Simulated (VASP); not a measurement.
Input of a VASP 6.6.1 run:

File INCAR:

```
PREC     = Accurate       # precision mode
ENCUT    = 520            # plane-wave cutoff, eV
EDIFF    = 1E-7           # SCF threshold, eV
ISMEAR   = 0              # smearing method
SIGMA    = 0.15           # smearing width, eV
LREAL    = False          # projectors in reciprocal space
LASPH    = True           # aspherical terms in the spheres
NELM     = 80             # most SCF steps
ALGO     = Normal         # electronic algorithm
ISIF     = 2              # what is computed and relaxed
LWAVE    = False          # write WAVECAR
LCHARG   = False          # write CHGCAR
GGA      = PE             # functional
NBANDS   = 15             # bands
```

KPOINTS

```
regular mesh
0
Gamma
  18 18 16
```

POSCAR

```
TaN
1.0
    2.9673788470      0.0000000000      0.0000000000
   -1.4836894235      2.5189378312      0.0000000000
    0.0000000000      0.0000000000      2.8830000000
Ta N
1 1
Direct
    0.3333333333      0.6666666667      0.5000000000
    0.0000000000      0.0000000000      0.0000000000
```

Potentials or basis: VASP PAW PBE potentials, release 64 (Ta_pv, N).

Command:

```console
$ cat potpaw_PBE.64/Ta_pv/POTCAR potpaw_PBE.64/N/POTCAR > POTCAR
$ mpirun -np 1 vasp_std > vasp.out
```

(1) What does it give for the band gap on the k mesh?

(2) Predict the largest force.

Answers

(1) zero (band 8 reaches 8.44 eV, above the bottom of band 9 at 8.11 eV).

(2) 0.044 eV/Å.

Caveat: the cell differs from its parent crystal (strain +0.0100 x Voigt [1, -1, 0, 0, 0, 0]); spin-orbit coupling is left out, which moves the levels of the heavy elements.
